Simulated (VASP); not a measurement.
# MgO in VASP: notebook, part 2 of 2

VASP 6.6.1. The steps go on from the part before.

### Step 4. Single point, PBE (uniaxial z strain +0.3%)

Input file INCAR:

```
  PREC = Accurate
  ENCUT = 520
  EDIFF = 1E-7
  ISMEAR = -1
  SIGMA = 0.02
  LREAL = F
  LASPH = T
  NELM = 60
  ALGO = Normal
  ISIF = 2
  LWAVE = F
  LCHARG = F
  GGA = PE
  NBANDS = 11
```

Input file KPOINTS:

```
regular mesh
0
Gamma
  10 10 10
```

Input file POSCAR:

```
MgO
1.0
    0.0000000000      2.1021674168      2.1095250028
    2.1021674168      0.0000000000      2.1095250028
    2.1021674168      2.1021674168      0.0000000000
Mg O
1 1
Direct
    0.0000000000      0.0000000000      0.0000000000
    0.5000000000      0.5000000000      0.5000000000
```

Potentials or basis: VASP PAW PBE potentials, release 64 (Mg, O).

Command:

```console
cat potpaw_PBE.64/Mg/POTCAR potpaw_PBE.64/O/POTCAR > POTCAR
mpirun -np 1 vasp_std > vasp.out
```

OUTCAR:

```text
PREC = Accurate
   ENCUT = 520
   EDIFF = 1E-7
   ISMEAR = -1
   LREAL = F
   LASPH = T
   NELM = 60
   ISIF = 2
   GGA = PE

 ion  position               nearest neighbor table
   1  0.000  0.000  0.000-   2 2.10   2 2.10   2 2.10   2 2.10   2 2.11   2 2.11
   2  0.500  0.500  0.500-   1 2.10   1 2.10   1 2.10   1 2.10   1 2.11   1 2.11

  LATTYP: Found a body centered tetragonal cell.
 ALAT       =     2.9729136712
 C/A-ratio  =     1.4191633099

  Lattice vectors:

 A1 = (  -2.1021674168,   0.0000000000,   2.1095250028)
 A2 = (   2.1021674168,   0.0000000000,   2.1095250028)
 A3 = (   0.0000000000,   2.1021674168,  -2.1095250028)

Analysis of symmetry for initial positions (statically):
=====================================================================
 Subroutine PRICEL returns:
 Original cell was already a primitive cell.

 Routine SETGRP: Setting up the symmetry group for a
 body centered tetragonal supercell.

 Subroutine GETGRP returns: Found 16 space group operations
 (whereof 16 operations were pure point group operations)
 out of a pool of 16 trial point group operations.

The static configuration has the point symmetry D_4h.

[... 164 lines left out ...]
 fundamental gap:      4.7410460584
 Fermi energy:         3.6797809332

 k-point     1 :       0.0000    0.0000    0.0000
  band No.  band energies     occupation
      1     -14.0719      2.00000
      2       3.1994      2.00000
      3       3.1994      2.00000
      4       3.2070      2.00000
      5       7.9480      0.00000
      6      18.9888      0.00000
      7      19.0257      0.00000
      8      19.0257      0.00000
      9      22.9355      0.00000
     10      24.6550      0.00000
     11      24.7693      0.00000
[... 309 lines left out ...]
 k-point    24 :       0.4000    0.3000    0.0000
  band No.  band energies     occupation
      1     -12.8344      2.00000
      2      -0.3815      2.00000
      3       1.9014      2.00000
      4       2.1232      2.00000
      5      12.7976      0.00000
      6      13.4075      0.00000
      7      16.7933      0.00000
      8      21.4346      0.00000
      9      21.6354      0.00000
     10      28.1433      0.00000
     11      30.1844      0.00000

 [... further k-points ...]
[... 5 lines left out ...]
  --------------------------------------------------------------------------------------
  -------------------------------------------------------------------------------------
  Total        0.5302216      0.5302216      0.4433536      0.0000000     -0.0000000     -0.0000000
  in kB       45.5636717     45.5636717     38.0988249      0.0000000     -0.0000000     -0.0000000
  external PRESSURE =      43.0753894 kB  Pullay stress =       0.0000000 kB

 VOLUME and BASIS-vectors are now :
 -----------------------------------------------------------------------------
  energy-cutoff  :      520.00
  volume of cell :       18.64
      direct lattice vectors                 reciprocal lattice vectors
     0.000000000  2.102167417  2.109525003    -0.237849753  0.237849753  0.237020182
     2.102167417  0.000000000  2.109525003     0.237849753 -0.237849753  0.237020182
     2.102167417  2.102167417  0.000000000     0.237849753  0.237849753 -0.237020182

 POSITION                                       TOTAL-FORCE (eV/Angst)
 -----------------------------------------------------------------------------------
      0.00000      0.00000      0.00000         0.000000     -0.000000      0.000000
      2.10217      2.10217      2.10953        -0.000000      0.000000     -0.000000
 -----------------------------------------------------------------------------------
    total drift:                               -0.000000     -0.000000      0.000000

  FREE ENERGIE OF THE ION-ELECTRON SYSTEM (eV)
  ---------------------------------------------------
  free  energy   TOTEN  =       -11.9044325066 eV

  energy  without entropy=      -11.9044325066  energy(sigma->0) =      -11.90443251
```

OSZICAR:

```text
N       E                     dE             d eps       ncg     rms          rms(c)
DAV:   1     0.136846630574E+02    0.13685E+02   -0.45827E+03  2524   0.643E+02
DAV:   2    -0.129107932365E+02   -0.26595E+02   -0.25883E+02  2628   0.135E+02
DAV:   3    -0.134639229101E+02   -0.55313E+00   -0.55267E+00  2730   0.171E+01
DAV:   4    -0.134652408708E+02   -0.13180E-02   -0.13179E-02  2478   0.962E-01
DAV:   5    -0.134652451790E+02   -0.43082E-05   -0.43081E-05  2631   0.539E-02    0.722E+00
DAV:   6    -0.119211334424E+02    0.15441E+01   -0.87536E+00  2346   0.163E+01    0.221E+00
DAV:   7    -0.119099727799E+02    0.11161E-01   -0.56737E-02  2490   0.211E+00    0.134E+00
DAV:   8    -0.119048270027E+02    0.51458E-02   -0.27676E-02  2361   0.187E+00    0.239E-01
DAV:   9    -0.119044388408E+02    0.38816E-03   -0.61121E-04  2559   0.171E-01    0.132E-01
DAV:  10    -0.119044305704E+02    0.82703E-05   -0.51186E-04  2508   0.166E-01    0.935E-03
DAV:  11    -0.119044326662E+02   -0.20958E-05   -0.26473E-06  2610   0.138E-02    0.548E-03
DAV:  12    -0.119044325037E+02    0.16256E-06   -0.61869E-07  2553   0.593E-03    0.504E-04
DAV:  13    -0.119044325066E+02   -0.29499E-08   -0.55923E-08  1323   0.129E-03
   1 F= -.11904433E+02 E0= -.11904433E+02  d E =-.155483E-12
```

It took 29 s on 1 thread of AMD EPYC 7R43 (Zen 3), shared host; peak memory 0.11 GiB.

Results:

| Item | Value |
| --- | --- |
| Free energy | -11.9044 eV |
| Pressure | 4.3 GPa |
| Band gap on the k mesh | 4.74 eV, direct |

Stress tensor (GPa, compression positive):
```
4.56 0.00 0.00
0.00 4.56 0.00
0.00 0.00 3.81
```

Caveat: the cell differs from its parent crystal (uniaxial z strain +0.3%).

### Step 5. Single point, PBE (epitaxial 111 strain -5.0%)

Input file INCAR:

```
SYSTEM = MgO
PREC = Accurate ; ENCUT = 520
EDIFF = 1E-6 ; ISMEAR = -1
SIGMA = 0.02 ; LREAL = .FALSE.
LASPH = .TRUE. ; NELM = 100
ALGO = Normal ; ISIF = 2
LWAVE = .FALSE. ; LCHARG = .TRUE.
GGA = PE ; LELF = .TRUE.
LVHAR = .TRUE. ; NBANDS = 11
```

Input file KPOINTS:

```
regular mesh
0
G
  10 10 10
  0 0 0
```

Input file POSCAR:

```
MgO
1.0
    0.0935610083      2.0908302711      2.0908302711
    2.0908302711      0.0935610083      2.0908302711
    2.0908302711      2.0908302711      0.0935610083
Mg O
1 1
Direct
    0.0000000000      0.0000000000      0.0000000000
    0.5000000000      0.5000000000      0.5000000000
```

Potentials or basis: VASP PAW PBE potentials, release 64 (Mg, O).

Command:

```console
cat potpaw_PBE.64/Mg/POTCAR potpaw_PBE.64/O/POTCAR > POTCAR
mpirun -np 1 vasp_std > vasp.out
```

OUTCAR:

```text
SYSTEM = MgO
   PREC = Accurate
   ENCUT = 520
   EDIFF = 1E-6
   ISMEAR = -1
   LREAL = .FALSE.
   LASPH = .TRUE.
   NELM = 100
   ISIF = 2
   GGA = PE

 ion  position               nearest neighbor table
   1  0.000  0.000  0.000-   2 2.05   2 2.05   2 2.05   2 2.05   2 2.05   2 2.05
   2  0.500  0.500  0.500-   1 2.05   1 2.05   1 2.05   1 2.05   1 2.05   1 2.05

  LATTYP: Found a trigonal (rhomboedric) cell.
 ALAT       =     2.9583603748
 COS(alpha) =     0.5442033978

  Lattice vectors:

 A1 = (   0.0935610083,   2.0908302711,   2.0908302711)
 A2 = (   2.0908302711,   0.0935610083,   2.0908302711)
 A3 = (   2.0908302711,   2.0908302711,   0.0935610083)

Analysis of symmetry for initial positions (statically):
=====================================================================
 Subroutine PRICEL returns:
 Original cell was already a primitive cell.

 Routine SETGRP: Setting up the symmetry group for a
 trigonal (rhombohedral) supercell.

 Subroutine GETGRP returns: Found 12 space group operations
 (whereof 12 operations were pure point group operations)
 out of a pool of 12 trial point group operations.

The static configuration has the point symmetry D_3d.

[... 163 lines left out ...]
 cond. band min:       9.4915692944   @ k =   0.0000   0.0000   0.0000
 fundamental gap:      5.3594078133
 Fermi energy:         4.5712851456

 k-point     1 :       0.0000    0.0000    0.0000
  band No.  band energies     occupation
      1     -13.8337      2.00000
      2       3.5329      2.00000
      3       4.1322      2.00000
      4       4.1322      2.00000
      5       9.4916      0.00000
      6      19.0206      0.00000
      7      20.9371      0.00000
      8      20.9371      0.00000
      9      24.2906      0.00000
     10      26.3505      0.00000
     11      26.3505      0.00000
[... 309 lines left out ...]
 k-point    24 :       0.4000    0.3000    0.0000
  band No.  band energies     occupation
      1     -12.3605      2.00000
      2       0.0657      2.00000
      3       2.4552      2.00000
      4       2.7329      2.00000
      5      13.7044      0.00000
      6      15.0788      0.00000
      7      18.4900      0.00000
      8      22.9181      0.00000
      9      24.0049      0.00000
     10      29.8437      0.00000
     11      32.4145      0.00000

 [... further k-points ...]
[... 5 lines left out ...]
  --------------------------------------------------------------------------------------
  -------------------------------------------------------------------------------------
  Total        2.3875862      2.3875862      2.3875862     -0.8641406     -0.8641406     -0.8641406
  in kB      224.3043886    224.3043886    224.3043886    -81.1826328    -81.1826328    -81.1826328
  external PRESSURE =     224.3043886 kB  Pullay stress =       0.0000000 kB

 VOLUME and BASIS-vectors are now :
 -----------------------------------------------------------------------------
  energy-cutoff  :      520.00
  volume of cell :       17.05
      direct lattice vectors                 reciprocal lattice vectors
     0.093561008  2.090830271  2.090830271    -0.255820410  0.244863208  0.244863208
     2.090830271  0.093561008  2.090830271     0.244863208 -0.255820410  0.244863208
     2.090830271  2.090830271  0.093561008     0.244863208  0.244863208 -0.255820410

 POSITION                                       TOTAL-FORCE (eV/Angst)
 -----------------------------------------------------------------------------------
      0.00000      0.00000      0.00000         0.000000      0.000000      0.000000
      2.13761      2.13761      2.13761        -0.000000     -0.000000     -0.000000
 -----------------------------------------------------------------------------------
    total drift:                               -0.000000     -0.000000      0.000000

  FREE ENERGIE OF THE ION-ELECTRON SYSTEM (eV)
  ---------------------------------------------------
  free  energy   TOTEN  =       -11.7194036594 eV

  energy  without entropy=      -11.7194036594  energy(sigma->0) =      -11.71940366
```

OSZICAR:

```text
N       E                     dE             d eps       ncg     rms          rms(c)
DAV:   1     0.126068390811E+02    0.12607E+02   -0.47572E+03  2984   0.656E+02
DAV:   2    -0.128159308979E+02   -0.25423E+02   -0.24883E+02  2957   0.136E+02
DAV:   3    -0.133188393201E+02   -0.50291E+00   -0.50253E+00  3090   0.162E+01
DAV:   4    -0.133199602490E+02   -0.11209E-02   -0.11209E-02  2825   0.869E-01
DAV:   5    -0.133199635239E+02   -0.32749E-05   -0.32749E-05  2996   0.462E-02    0.734E+00
DAV:   6    -0.117354857262E+02    0.15845E+01   -0.81734E+00  2720   0.164E+01    0.209E+00
DAV:   7    -0.117249113635E+02    0.10574E-01   -0.52343E-02  2876   0.203E+00    0.133E+00
DAV:   8    -0.117196738220E+02    0.52375E-02   -0.22395E-02  2702   0.170E+00    0.202E-01
DAV:   9    -0.117193765344E+02    0.29729E-03   -0.59111E-04  2984   0.165E-01    0.104E-01
DAV:  10    -0.117194030415E+02   -0.26507E-04   -0.34073E-04  2813   0.137E-01    0.105E-02
DAV:  11    -0.117194036594E+02   -0.61786E-06   -0.29430E-06  2996   0.139E-02
   1 F= -.11719404E+02 E0= -.11719404E+02  d E =-.608425E-12
```

stdout:

```text
POSCAR found type information on POSCAR MgO
 POSCAR found :  2 types and       2 ions
 scaLAPACK will be used
 LDA part: xc-table for (Slater+PW92), standard interpolation
 POSCAR, INCAR and KPOINTS ok, starting setup
 FFT: planning ... GRIDC
 FFT: planning ... GRID_SOFT
 FFT: planning ... GRID
 WAVECAR not read
 entering main loop
```

Run time: 21 s. Hardware: 1 thread of AMD EPYC 7R43 (Zen 3), shared host; peak memory 0.12 GiB.

Results:

```
Free energy            : -11.7194 eV
Pressure               : 22.4 GPa
Band gap on the k mesh : 5.36 eV, direct
```

Stress tensor (GPa, compression positive):
```
22.43 -8.12 -8.12
-8.12 22.43 -8.12
-8.12 -8.12 22.43
```

Caveat: the cell differs from its parent crystal (epitaxial 111 strain -5.0%).

### Step 6. Single point, r2SCAN (uniaxial z strain +0.3%)

Input file POSCAR:

```
MgO
1.0
    0.0000000000      2.1021674168      2.1095250028
    2.1021674168      0.0000000000      2.1095250028
    2.1021674168      2.1021674168      0.0000000000
Mg O
1 1
Direct
    0.0000000000      0.0000000000      0.0000000000
    0.5000000000      0.5000000000      0.5000000000
```

Input file INCAR.step1:

```
SYSTEM = MgO
PREC = Accurate
ENCUT = 520
ISMEAR = 0
SIGMA = 0.01
LREAL = .FALSE.
LASPH = .TRUE.
NELM = 80
NBANDS = 11
GGA = PE
ALGO = Normal
EDIFF = 1E-4
LWAVE = .TRUE.
LCHARG = .FALSE.
```

Input file INCAR.step2:

```
SYSTEM = MgO
PREC = Accurate
ENCUT = 520
EDIFF = 1E-6
ISMEAR = 0
SIGMA = 0.01
LREAL = .FALSE.
LASPH = .TRUE.
NELM = 80
ALGO = Normal
ISIF = 2
LWAVE = .FALSE.
LCHARG = .FALSE.
METAGGA = R2SCAN
LMIXTAU = .TRUE.
NBANDS = 11
ISTART = 1
```

KPOINTS is that of step 5.

Potentials or basis: VASP PAW PBE potentials, release 64 (Mg, O).

Command:

```console
cat potpaw_PBE.64/Mg/POTCAR potpaw_PBE.64/O/POTCAR > POTCAR
cp INCAR.step1 INCAR
mpirun -np 1 vasp_std > vasp.out
cp INCAR.step2 INCAR
mpirun -np 1 vasp_std > vasp.out
```

OUTCAR:

```text
SYSTEM = MgO
   PREC = Accurate
   ENCUT = 520
   EDIFF = 1E-6
   ISMEAR = 0
   LREAL = .FALSE.
   LASPH = .TRUE.
   NELM = 80
   ISIF = 2
   METAGGA = R2SCAN
   ISTART = 1

 ion  position               nearest neighbor table
   1  0.000  0.000  0.000-   2 2.10   2 2.10   2 2.10   2 2.10   2 2.11   2 2.11
   2  0.500  0.500  0.500-   1 2.10   1 2.10   1 2.10   1 2.10   1 2.11   1 2.11

  LATTYP: Found a body centered tetragonal cell.
 ALAT       =     2.9729136712
 C/A-ratio  =     1.4191633099

  Lattice vectors:

 A1 = (  -2.1021674168,   0.0000000000,   2.1095250028)
[... 516 lines left out ...]
      8      22.3159      0.00000
      9      22.5321      0.00000
     10      29.1306      0.00000
     11      31.2694      0.00000

 [... further k-points ...]
[... 5 lines left out ...]
  --------------------------------------------------------------------------------------
  -------------------------------------------------------------------------------------
  Total       -0.1705057     -0.1705057     -0.2558715      0.0000000     -0.0000000     -0.0000000
  in kB      -14.6521120    -14.6521120    -21.9878728      0.0000000     -0.0000000     -0.0000000
  external PRESSURE =     -17.0973656 kB  Pullay stress =       0.0000000 kB

 VOLUME and BASIS-vectors are now :
 -----------------------------------------------------------------------------
  energy-cutoff  :      520.00
  volume of cell :       18.64
      direct lattice vectors                 reciprocal lattice vectors
     0.000000000  2.102167417  2.109525003    -0.237849753  0.237849753  0.237020182
     2.102167417  0.000000000  2.109525003     0.237849753 -0.237849753  0.237020182
     2.102167417  2.102167417  0.000000000     0.237849753  0.237849753 -0.237020182

 POSITION                                       TOTAL-FORCE (eV/Angst)
 -----------------------------------------------------------------------------------
      0.00000      0.00000      0.00000        -0.000000      0.000000      0.000000
      2.10217      2.10217      2.10953         0.000000      0.000000     -0.000000
 -----------------------------------------------------------------------------------
    total drift:                               -0.000000     -0.000000      0.000000

  FREE ENERGIE OF THE ION-ELECTRON SYSTEM (eV)
  ---------------------------------------------------
  free  energy   TOTEN  =       -16.1605239696 eV

  energy  without entropy=      -16.1605239696  energy(sigma->0) =      -16.16052397
```

OUTCAR.step1:

```text
SYSTEM = MgO
   PREC = Accurate
   ENCUT = 520
   ISMEAR = 0
   LREAL = .FALSE.
   LASPH = .TRUE.
[... 559 lines left out ...]
      0.00000      0.00000      0.00000        -0.000000     -0.000000      0.000000
      2.10217      2.10217      2.10953         0.000000      0.000000     -0.000000
 -----------------------------------------------------------------------------------
    total drift:                               -0.000000     -0.000000      0.000000

  FREE ENERGIE OF THE ION-ELECTRON SYSTEM (eV)
  ---------------------------------------------------
  free  energy   TOTEN  =       -11.9044305704 eV

  energy  without entropy=      -11.9044305704  energy(sigma->0) =      -11.90443057
```

Wall time 1.9 min (1 thread of AMD EPYC 7R43 (Zen 3), shared host); peak memory 0.13 GiB.

What came out:

```yaml
Free_energy: -16.1605 eV
Pressure: -1.7 GPa
Band_gap_on_the_k_mesh: 5.62 eV, direct
```

Levels at points of the mesh, in eV from the valence-band top:
```
           k point  band 1  band 2  band 3  band 4  band 5  band 6  band 7  band 8  band 9
(0.00, 0.00, 0.00)  -18.22   -0.01   -0.01    0.00    5.62   16.82   16.85   16.85   20.99
(0.50, 0.00, 0.00)  -16.96   -4.62   -0.68   -0.68    8.81   13.82   17.40   17.48   22.40
(0.50, 0.50, 0.00)  -16.72   -4.12   -1.37   -1.37   10.05   11.08   14.28   20.43   20.43
(0.50, 0.00, 0.50)  -16.71   -4.11   -1.40   -1.38   10.02   11.08   14.32   20.35   20.42
```

Caveat: the cell differs from its parent crystal (uniaxial z strain +0.3%); the PAW data sets were made with another functional, which shifts forces and pressure a little.

### Step 7. Summary

| level | cell | smearing | gap on the mesh (eV) | pressure (GPa) |
| --- | --- | --- | --- | --- |
| PBE | a = 2.814 Å, angles 60.0°, 2 atoms | fermi-dirac 0.02 eV | 6.58 | 44.7 |
| r2SCAN | a = 2.814 Å, angles 60.0°, 2 atoms | gaussian 0.01 eV | 7.53 | 37.7 |
| PBE | a = 2.978, b = 2.978, c = 2.973 Å, angles 60.1, 60.1, 59.9°, 2 atoms | fermi-dirac 0.02 eV | 4.74 | 4.3 |
| PBE | a = 2.958 Å, angles 57.0°, 2 atoms | fermi-dirac 0.02 eV | 5.36 | 22.4 |
| r2SCAN | a = 2.978, b = 2.978, c = 2.973 Å, angles 60.1, 60.1, 59.9°, 2 atoms | gaussian 0.01 eV | 5.62 | -1.7 |

Alike in all rows: task single point; potentials or basis VASP PAW PBE potentials, release 64 (Mg, O); no spin polarisation; k mesh 10 × 10 × 10; cutoff (eV) 520.

Caveats: the PAW data sets were made with another functional, which shifts forces and pressure a little (some runs).

Total energies depend on the potentials used, so only differences within one code and one set of settings carry meaning.
